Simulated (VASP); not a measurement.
# LiF (Fm-3m) in VASP: further runs

Runs on LiF. Level: PBE. Tasks: single point.

Program: VASP 6.6.1. These are calculated values, not measurements. Logs are shortened: lines on timing, memory, paths and dates and some standing lists are left out, and cuts for length are marked.

**1. The cell of the first run**

Symmetry: Fm-3m, No. 225, cubic system. The conventional cell has a = 4.010 Å, b = 4.010 Å, c = 4.010 Å, α = 90.00°, β = 90.00°, γ = 90.00°. Within 2.7 Å of Li (site symmetry m-3m) lie 6 F at 2.00 Å. Within 2.7 Å of F (site symmetry m-3m) lie 6 Li at 2.00 Å.

**2. Single point, PBE**

Input file INCAR:

```
SYSTEM = LiF
  ALGO = Normal
  EDIFF = 1E-6
  ENCUT = 750
  GGA = PE
  GGA_COMPAT = .False.
  ISIF = 2
  ISMEAR = 0
  LASPH = .True.
  LCHARG = .False.
  LREAL = .False.
  LWAVE = .False.
  NBANDS = 12
  NELM = 120
  PREC = Accurate
  SIGMA = 0.01
```

Input file KPOINTS:

```
k-points
0
Gamma
  4 4 4
  0 0 0
```

Input file POSCAR:

```
LiF
1.0
    0.0000000000      2.0050000000      2.0050000000
    2.0050000000      0.0000000000      2.0050000000
    2.0050000000      2.0050000000      0.0000000000
Li F
1 1
Direct
    0.0000000000      0.0000000000      0.0000000000
    0.5000000000      0.5000000000      0.5000000000
```

Potentials or basis: VASP PAW PBE potentials, release 64 (Li_sv, F).

Command:

```
cat potpaw_PBE.64/Li_sv/POTCAR potpaw_PBE.64/F/POTCAR > POTCAR
mpirun -np 1 vasp_std > vasp.out
```

OUTCAR:

```text
SYSTEM = LiF
   EDIFF = 1E-6
   ENCUT = 750
   GGA = PE
   ISIF = 2
   ISMEAR = 0
   LASPH = .True.
   LREAL = .False.
   NELM = 120
   PREC = Accurate

 ion  position               nearest neighbor table
   1  0.000  0.000  0.000-   2 2.00   2 2.00   2 2.00   2 2.00   2 2.00   2 2.00
   2  0.500  0.500  0.500-   1 2.00   1 2.00   1 2.00   1 2.00   1 2.00   1 2.00

  LATTYP: Found a face centered cubic cell.
 ALAT       =     4.0100000000

  Lattice vectors:

 A1 = (   0.0000000000,   2.0050000000,   2.0050000000)
 A2 = (   2.0050000000,   0.0000000000,   2.0050000000)
 A3 = (   2.0050000000,   2.0050000000,   0.0000000000)

Analysis of symmetry for initial positions (statically):
[... 5 lines left out ...]
 face centered cubic supercell.

 Subroutine GETGRP returns: Found 48 space group operations
 (whereof 48 operations were pure point group operations)
 out of a pool of 48 trial point group operations.

The static configuration has the point symmetry O_h .

Analysis of symmetry for dynamics (positions and initial velocities):
[... 5 lines left out ...]
 face centered cubic supercell.

 Subroutine GETGRP returns: Found 48 space group operations
 (whereof 48 operations were pure point group operations)
 out of a pool of 48 trial point group operations.

The dynamic configuration has the point symmetry O_h .

 Subroutine INISYM returns: Found 48 space group operations
 (whereof 48 operations are pure point group operations),
 and found     1 'primitive' translations

----------------------------------------------------------------------------------------

                                     Primitive cell

  volume of cell :      16.1203

  direct lattice vectors                    reciprocal lattice vectors
     0.000000000  2.005000000  2.005000000    -0.249376559  0.249376559  0.249376559
     2.005000000  0.000000000  2.005000000     0.249376559 -0.249376559  0.249376559
     2.005000000  2.005000000  0.000000000     0.249376559  0.249376559 -0.249376559

  length of vectors
     2.835498193  2.835498193  2.835498193     0.431932870  0.431932870  0.431932870

  position of ions in fractional coordinates (direct lattice)
     0.000000000  0.000000000  0.000000000
     0.500000000  0.500000000  0.500000000

  ion indices of the primitive-cell ions
   primitive index   ion index
                 1           1
                 2           2

----------------------------------------------------------------------------------------

 KPOINTS: k-points

Automatic generation of k-mesh.
 Grid dimensions read from file:
 generate k-points for:    4    4    4

 Generating k-lattice:

  Cartesian coordinates                     Fractional coordinates (reciprocal lattice)
    -0.062344140  0.062344140  0.062344140     0.250000000  0.000000000  0.000000000
     0.062344140 -0.062344140  0.062344140     0.000000000  0.250000000  0.000000000
     0.062344140  0.062344140 -0.062344140     0.000000000  0.000000000  0.250000000

  Length of vectors
     0.107983217  0.107983217  0.107983217

  Shift w.r.t. Gamma in fractional coordinates (k-lattice)
     0.000000000  0.000000000  0.000000000

 Subroutine IBZKPT returns following result:
 ===========================================

 Found      8 irreducible k-points:

 Following reciprocal coordinates:
            Coordinates               Weight
  0.000000  0.000000  0.000000      1.000000
  0.250000  0.000000  0.000000      8.000000
  0.500000  0.000000  0.000000      4.000000
  0.250000  0.250000  0.000000      6.000000
  0.500000  0.250000  0.000000     24.000000
 -0.250000  0.250000  0.000000     12.000000
  0.500000  0.500000  0.000000      3.000000
 -0.250000  0.500000  0.250000      6.000000
   k-points           NKPTS =      8   k-points in BZ     NKDIM =      8   number of bands    NBANDS=     12
   number of dos      NEDOS =    301   number of ions     NIONS =      2
   total plane-waves  NPLWV =  21952
   dimension x,y,z NGX =    28 NGY =   28 NGZ =   28
   dimension x,y,z NGXF=    56 NGYF=   56 NGZF=   56
   ions per type =               1   1
   NGX,Y,Z   is equivalent  to a cutoff of  16.42, 16.42, 16.42 a.u.
   NGXF,Y,Z  is equivalent  to a cutoff of  32.83, 32.83, 32.83 a.u.
 SYSTEM =  LiF
   PREC   = accura    normal or accurate (medium, high low for compatibility)
   ISTART =      0    job   : 0-new  1-cont  2-samecut
   ICHARG =      2    charge: 1-file 2-atom 10-const
   ISPIN  =      1    spin polarized calculation?
   LNONCOLLINEAR =      F non collinear calculations
   LSORBIT =      F    spin-orbit coupling
   LASPH  =      T    aspherical Exc in radial PAW
   ENCUT  =  750.0 eV  55.12 Ry    7.42 a.u.   6.33  6.33  6.33*2*pi/ulx,y,z
   NELM   =    120;   NELMIN=  2; NELMDL= -5     # of ELM steps
   EDIFF  = 0.1E-05   stopping-criterion for ELM
   LREAL  =      F    real-space projection
   EDIFFG = 0.1E-04   stopping-criterion for IOM
   NSW    =      0    number of steps for IOM
   IBRION =     -1    ionic relax: 0-MD 1-quasi-New 2-CG
   NFREE  =      0    steps in history (QN), initial steepest desc. (CG)
   ISIF   =      2    stress and relaxation
   ISYM   =      2    0-nonsym 1-usesym 2-fastsym
   POTIM  = 0.5000    time-step for ionic-motion
   TEBEG  =    0.0;   TEEND  =   0.0 temperature during run
   PSTRESS=    0.0 pullay stress
   NELECT =      10.0000    total number of electrons
   NUPDOWN=      -1.0000    fix difference up-down
   EMIN   =  10.00;   EMAX   =-10.00  energy-range for DOS
   EFERMI =   0.00;   METHOD = LEGACY
   ISMEAR =     0;   SIGMA  =   0.01  broadening in eV -4-tet -1-fermi 0-gaus
   EFERMI_NEDOS =   21; number of points for ismear=-14 and -15
   IALGO  =     38    algorithm
   IMIX   =      4    mixing-type and parameters
     AMIX     =   0.40;   BMIX     =  1.00
     AMIX_MAG =   1.60;   BMIX_MAG =  1.00
  volume/ion in A,a.u.               =       8.06        54.39
  Fermi-wavevector in a.u.,A,eV,Ry     =   1.396209  2.638453 26.523194  1.949400
  Thomas-Fermi vector in A             =   2.519586
   LORBIT       =      0    0 simple, 1 ext, 2 COOP (PROOUT), +10 PAW based schemes
   GGA     = PE    functional components
   LHFCALC =     F    Hartree Fock is set to
   AEXX    =    0.0000 exact exchange contribution
   IVDW    =     0    specifies the selected vdW correction
   LEPSILON=     F    determine dielectric tensor
   LRPA    =     F    only Hartree local field effects (RPA)
 non-spin polarized calculation
 Gauss-broadening in eV      SIGMA  =   0.01
  energy-cutoff  :      750.00
  volume of cell :       16.12
 maximum number of plane-waves:       754
 NGX is ok and might be reduce to    28
   NGX = 13   NGY = 13   NGZ = 13

 number of electron      10.0000004 magnetization

 Free energy of the ion-electron system (eV)
  ---------------------------------------------------
  ext. energy  EPLUGINS =         0.00000000
  ---------------------------------------------------
  free energy    TOTEN  =        -9.63711004 eV

  energy without entropy =       -9.63711004  energy(sigma->0) =       -9.63711004

 E-fermi :  -0.8337     XC(G=0): -10.0498

 val. band max:       -0.9442119497   @ k =   0.0000   0.0000   0.0000
 cond. band min:       8.2511658943   @ k =   0.0000   0.0000   0.0000
 fundamental gap:      9.1953778440
 Fermi energy:        -0.8336547315

 k-point     1 :       0.0000    0.0000    0.0000
  band No.  band energies     occupation
      1     -41.8229      2.00000
      2     -20.9534      2.00000
      3      -0.9442      2.00000
      4      -0.9442      2.00000
      5      -0.9442      2.00000
      6       8.2512      0.00000
      7      23.2040      0.00000
      8      23.2040      0.00000
      9      23.2040      0.00000
     10      23.5171      0.00000
     11      23.5171      0.00000
     12      23.5171      0.00000

 k-point     2 :       0.2500    0.0000    0.0000
  band No.  band energies     occupation
      1     -41.7920      2.00000
      2     -20.7390      2.00000
      3      -2.3359      2.00000
      4      -1.0641      2.00000
      5      -1.0641      2.00000
      6       9.5024      0.00000
      7      17.1159      0.00000
      8      19.7373      0.00000
      9      19.7373      0.00000
     10      26.2657      0.00000
     11      26.7560      0.00000
     12      26.7560      0.00000

 k-point     3 :       0.5000    0.0000    0.0000
  band No.  band energies     occupation
      1     -41.7610      2.00000
      2     -20.5075      2.00000
      3      -3.5055      2.00000
      4      -1.1768      2.00000
      5      -1.1768      2.00000
      6       9.9017      0.00000
      7      15.9419      0.00000
      8      18.0638      0.00000
      9      18.0638      0.00000
     10      29.6415      0.00000
     11      30.3147      0.00000
     12      30.3147      0.00000

 k-point     4 :       0.2500    0.2500    0.0000
  band No.  band energies     occupation
      1     -41.7828      2.00000
      2     -20.6389      2.00000
      3      -2.3974      2.00000
      4      -1.4632      2.00000
      5      -1.4632      2.00000
      6      10.5859      0.00000
      7      17.8907      0.00000
      8      18.9131      0.00000
      9      19.8226      0.00000
     10      19.8226      0.00000
     11      32.3250      0.00000
     12      32.3250      0.00000

 k-point     5 :       0.5000    0.2500    0.0000
  band No.  band energies     occupation
      1     -41.7531      2.00000
      2     -20.3729      2.00000
      3      -3.3562      2.00000
      4      -2.1306      2.00000
      5      -1.5843      2.00000
      6      12.1217      0.00000
      7      15.0004      0.00000
      8      17.9171      0.00000
      9      18.7946      0.00000
     10      23.2537      0.00000
     11      32.2924      0.00000
     12      32.9906      0.00000

 k-point     6 :      -0.2500    0.2500    0.0000
  band No.  band energies     occupation
      1     -41.7623      2.00000
      2     -20.4815      2.00000
      3      -2.8376      2.00000
      4      -2.3007      2.00000
      5      -1.1940      2.00000
      6      11.2430      0.00000
      7      14.9473      0.00000
      8      18.6497      0.00000
      9      18.6604      0.00000
     10      28.1518      0.00000
     11      28.3399      0.00000
     12      28.3542      0.00000

 k-point     7 :       0.5000    0.5000    0.0000
  band No.  band energies     occupation
      1     -41.7452      2.00000
      2     -20.2327      2.00000
      3      -4.0067      2.00000
      4      -1.9617      2.00000
      5      -1.9617      2.00000
      6      13.9916      0.00000
      7      15.5951      0.00000
      8      16.6504      0.00000
      9      19.4525      0.00000
     10      19.4525      0.00000
     11      32.6277      0.00000
     12      37.5367      0.00000

 k-point     8 :      -0.2500    0.5000    0.2500
  band No.  band energies     occupation
      1     -41.7441      2.00000
      2     -20.2605      2.00000
      3      -3.0611      2.00000
      4      -3.0611      2.00000
      5      -1.7542      2.00000
      6      14.2166      0.00000
      7      14.2166      0.00000
      8      16.6225      0.00000
      9      18.4575      0.00000
     10      26.6797      0.00000
     11      26.6797      0.00000
     12      33.3251      0.00000

------------------------ aborting loop because EDIFF is reached ----------------------------------------

  FORCE on cell =-STRESS in cart. coord.  units (eV):
  Direction    XX          YY          ZZ          XY          YZ          ZX
  --------------------------------------------------------------------------------------
  -------------------------------------------------------------------------------------
  Total        0.2489014      0.2489014      0.2489014     -0.0000000     -0.0000000      0.0000000
  in kB       24.7380072     24.7380072     24.7380072     -0.0000000     -0.0000000      0.0000000
  external PRESSURE =      24.7380072 kB  Pullay stress =       0.0000000 kB

 VOLUME and BASIS-vectors are now :
 -----------------------------------------------------------------------------
  energy-cutoff  :      750.00
  volume of cell :       16.12
      direct lattice vectors                 reciprocal lattice vectors
     0.000000000  2.005000000  2.005000000    -0.249376559  0.249376559  0.249376559
     2.005000000  0.000000000  2.005000000     0.249376559 -0.249376559  0.249376559
     2.005000000  2.005000000  0.000000000     0.249376559  0.249376559 -0.249376559

 POSITION                                       TOTAL-FORCE (eV/Angst)
 -----------------------------------------------------------------------------------
      0.00000      0.00000      0.00000         0.000000     -0.000000      0.000000
      2.00500      2.00500      2.00500        -0.000000      0.000000     -0.000000
 -----------------------------------------------------------------------------------
    total drift:                                0.000000      0.000000      0.000000

  FREE ENERGIE OF THE ION-ELECTRON SYSTEM (eV)
  ---------------------------------------------------
  free  energy   TOTEN  =        -9.6371100412 eV

  energy  without entropy=       -9.6371100412  energy(sigma->0) =       -9.63711004
```

Run time: 5.2 s. Hardware: 1 thread of Intel Xeon 6975P-C, shared host; peak memory 0.14 GiB.

What came out:

- Free energy: -9.6371 eV
- Pressure: 2.5 GPa
- Band gap on the k mesh: 9.20 eV, direct

Caveat: the k points lie up to 0.68 Å⁻¹ apart.

**3. Single point, PBE**

This run uses another cell than the first one, of 8.38 Å³/atom, 1.040 times its volume.

Input file INCAR:

```
  PREC = Accurate
  ENCUT = 750
  EDIFF = 1E-6
  ISMEAR = 0
  SIGMA = 0.01
  LREAL = False
  LASPH = True
  NELM = 120
  ALGO = Normal
  ISIF = 2
  LWAVE = False
  LCHARG = True
  GGA = PE
  LELF = True
  LVHAR = True
  NBANDS = 12
  GGA_COMPAT = False
```

Input file KPOINTS:

```
regular mesh
0
Gamma
  4 4 4
```

Input file POSCAR:

```
LiF
1.0
    0.0000000000      2.0313846047      2.0313846047
    2.0313846047      0.0000000000      2.0313846047
    2.0313846047      2.0313846047      0.0000000000
Li F
1 1
Direct
    0.0000000000      0.0000000000      0.0000000000
    0.5000000000      0.5000000000      0.5000000000
```

Potentials or basis: VASP PAW PBE potentials, release 64 (Li_sv, F).

Command:

```
cat potpaw_PBE.64/Li_sv/POTCAR potpaw_PBE.64/F/POTCAR > POTCAR
mpirun -np 1 vasp_std > vasp.out
```

Run time: 6.1 s. Hardware: 1 thread of Intel Xeon 6975P-C, shared host; peak memory 0.14 GiB.

The run converged. Its results:

```
Free energy            : -9.6438 eV
Pressure               : -0.4 GPa
Band gap on the k mesh : 8.85 eV, direct
```

Levels at points of the mesh, in eV from the valence-band top:
```
           k point  band 3  band 4  band 5  band 6  band 7  band 8
(0.00, 0.00, 0.00)    0.00    0.00    0.00    8.85   23.63   23.63
(0.50, 0.00, 0.00)   -2.44   -0.22   -0.22   10.64   16.42   18.69
(0.50, 0.50, 0.00)   -2.90   -0.96   -0.96   14.57   16.35   17.12
```

Caveat: the k points lie up to 0.67 Å⁻¹ apart. Expect the measured gap to be larger: semilocal functionals such as PBE lack the derivative discontinuity.

**4. Single point, PBE**

This run uses another cell than the first one, of 8.70 Å³/atom, 1.080 times its volume.

Input file INCAR:

```
PREC = Accurate ; ENCUT = 750
EDIFF = 1E-6 ; ISMEAR = 0
SIGMA = 0.01 ; LREAL = F
LASPH = T ; NELM = 120
ALGO = Normal ; ISIF = 2
LWAVE = F ; LCHARG = T
GGA = PE ; LELF = T
LVHAR = T ; NBANDS = 12
GGA_COMPAT = F
```

KPOINTS is that of step 3.

Input file POSCAR:

```
LiF
1.0
    0.0000000000      2.0571010639      2.0571010639
    2.0571010639      0.0000000000      2.0571010639
    2.0571010639      2.0571010639      0.0000000000
Li F
1 1
Direct
    0.0000000000      0.0000000000      0.0000000000
    0.5000000000      0.5000000000      0.5000000000
```

Command:

```
cat potpaw_PBE.64/Li_sv/POTCAR potpaw_PBE.64/F/POTCAR > POTCAR
mpirun -np 1 vasp_std > vasp.out
```

Run time: 5.8 s. Hardware: 1 thread of Intel Xeon 6975P-C, shared host; peak memory 0.14 GiB.

The run converged. Its results:

| Property | Result |
| --- | --- |
| Free energy | -9.6388 eV |
| Pressure | -2.7 GPa |
| Band gap on the k mesh | 8.53 eV, direct |

Levels at points of the mesh, in eV from the valence-band top:
```
           k point  band 3  band 4  band 5  band 6  band 7  band 8
(0.00, 0.00, 0.00)    0.00    0.00    0.00    8.53   23.14   23.14
(0.50, 0.00, 0.00)   -2.33   -0.21   -0.21   10.45   15.99   18.39
(0.50, 0.50, 0.00)   -2.74   -0.91   -0.91   14.23   16.17   16.68
```

Caveat: the k points lie up to 0.66 Å⁻¹ apart.

**5. Single point, PBE**

This run uses another cell than the first one, of 8.70 Å³/atom, 1.080 times its volume.

Input file INCAR:

```
SYSTEM = LiF
PREC     = Accurate       ! precision mode
ENCUT    = 750            ! plane-wave cutoff, eV
EDIFF    = 1E-6           ! SCF threshold, eV
ISMEAR   = 0              ! smearing method
SIGMA    = 0.01           ! smearing width, eV
LREAL    = .FALSE.        ! projectors in reciprocal space
LASPH    = .TRUE.         ! aspherical terms in the spheres
NELM     = 120            ! most SCF steps
ALGO     = Normal         ! electronic algorithm
ISIF     = 2              ! what is computed and relaxed
LWAVE    = .FALSE.        ! write WAVECAR
LCHARG   = .TRUE.         ! write CHGCAR
GGA      = PE             ! functional
LELF     = .TRUE.         ! ELF
LVHAR    = .TRUE.       
NBANDS   = 12             ! bands
GGA_COMPAT= .FALSE.
```

Input file KPOINTS:

```
Automatic mesh
0
G
  4 4 4
  0 0 0
```

POSCAR is that of step 4.

Command:

```
cat potpaw_PBE.64/Li_sv/POTCAR potpaw_PBE.64/F/POTCAR > POTCAR
mpirun -np 1 vasp_std > vasp.out
```

Wall time 5.5 s (1 thread of Intel Xeon 6975P-C, shared host); peak memory 0.14 GiB.

Results (log left out):

- Free energy: -9.6388 eV
- Pressure: -2.7 GPa
- Band gap on the k mesh: 8.53 eV, direct

Levels at points of the mesh, in eV from the valence-band top:
```
           k point  band 2  band 3  band 4  band 5  band 6  band 7  band 8  band 9
(0.00, 0.00, 0.00)  -19.80    0.00    0.00    0.00    8.53   23.14   23.14   23.14
(0.50, 0.00, 0.00)  -19.42   -2.33   -0.21   -0.21   10.45   15.99   18.39   18.39
(0.50, 0.50, 0.00)  -19.19   -2.74   -0.91   -0.91   14.23   16.17   16.68   19.50
```

Caveat: the k points lie up to 0.66 Å⁻¹ apart. Expect the measured gap to be larger: semilocal functionals such as PBE lack the derivative discontinuity.

**6. Single point, PBE**

This run uses another cell than the first one, of 7.42 Å³/atom, 0.920 times its volume.

Input file INCAR:

```
SYSTEM = LiF
ALGO = Normal
EDIFF = 1E-6
ENCUT = 750
GGA = PE
GGA_COMPAT = .FALSE.
ISIF = 2
ISMEAR = 0
LASPH = .TRUE.
LCHARG = .FALSE.
LREAL = .FALSE.
LWAVE = .FALSE.
NBANDS = 12
NELM = 120
PREC = Accurate
SIGMA = 0.01
```

Input file KPOINTS:

```
k-points
0
G
  4 4 4
  0 0 0
```

Input file POSCAR:

```
LiF
1.0
    0.0000000000      1.9500405966      1.9500405966
    1.9500405966      0.0000000000      1.9500405966
    1.9500405966      1.9500405966      0.0000000000
Li F
1 1
Direct
    0.0000000000      0.0000000000      0.0000000000
    0.5000000000      0.5000000000      0.5000000000
```

Potentials or basis: VASP PAW PBE potentials, release 64 (Li_sv, F).

Command:

```
cat potpaw_PBE.64/Li_sv/POTCAR potpaw_PBE.64/F/POTCAR > POTCAR
mpirun -np 1 vasp_std > vasp.out
```

It took 4.4 s on 1 thread of Intel Xeon 6975P-C, shared host; peak memory 0.14 GiB.

The run converged. Its results:

```yaml
Free_energy: -9.5837 eV
Pressure: 10.3 GPa
Band_gap_on_the_k_mesh: 9.99 eV, direct
```

Levels at points of the mesh, in eV from the valence-band top:
```csv
k point,band 2,band 3,band 4,band 5,band 6,band 7,band 8,band 9
"(0.00, 0.00, 0.00)",-20.25,0.00,0.00,0.00,9.99,25.28,25.28,25.28
"(0.50, 0.00, 0.00)",-19.74,-2.83,-0.26,-0.26,11.30,17.91,19.68,19.68
"(0.50, 0.50, 0.00)",-19.40,-3.45,-1.15,-1.15,15.75,16.93,18.65,21.42
```

Caveat: the k points lie up to 0.70 Å⁻¹ apart.

**7. Summary**

```tsv
cell	gap on the mesh (eV)	pressure (GPa)
a = 2.835 Å, angles 60.0°, 2 atoms	9.20	2.5
a = 2.873 Å, angles 60.0°, 2 atoms	8.85	-0.4
a = 2.909 Å, angles 60.0°, 2 atoms	8.53	-2.7
a = 2.758 Å, angles 60.0°, 2 atoms	9.99	10.3
```

Alike in all rows: task single point; level PBE; potentials or basis VASP PAW PBE potentials, release 64 (Li_sv, F); no spin polarisation; k mesh 4 × 4 × 4; cutoff (eV) 750; smearing gaussian 0.01 eV.

Caveats: all runs use coarse meshes.

Total energies depend on the potentials used, so only differences within one code and one set of settings carry meaning.
